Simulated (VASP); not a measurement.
## MgO: single point with PBEsol+D4

MgO:

```xyz
2
Lattice="0.0000 2.0991 2.0991 2.0991 0.0000 2.0991 2.0991 2.0991 0.0000" Properties=species:S:1:pos:R:3 pbc="T T T"
Mg    0.0000    0.0000    0.0000
O     2.0991    2.0991    2.0991
```

```json
{
 "Program": "VASP 6.6.1",
 "Task": "single point",
 "Functional": "PBEsol",
 "Dispersion": "D4",
 "Potentials or basis": "VASP PAW PBE potentials, release 64 (Mg, O)",
 "Cutoff": "520 eV",
 "k mesh": "11 × 11 × 11",
 "Occupations": "fermi-dirac, width 0.05 eV",
 "Spin": "no spin polarisation"
}
```

```yaml
Pressure: -0.5 GPa
Band_gap_on_the_k_mesh: 4.73 eV, direct
Dispersion_energy_per_atom: -0.095 eV
```

Levels at points of the mesh, in eV from the valence-band top:
| k point | band 2 | band 3 | band 4 | band 5 | band 6 | band 7 |
| --- | --- | --- | --- | --- | --- | --- |
| (0.00, 0.00, 0.00) | 0.00 | 0.00 | 0.00 | 4.73 | 15.69 | 15.69 |

Run time: 5 s on 1 thread of Intel(R) Xeon(R) 6975P-C (Granite Rapids) (shared host), peak memory 0.14 GiB.

Caveat: the PAW data sets were made with another functional, which shifts forces and pressure a little.
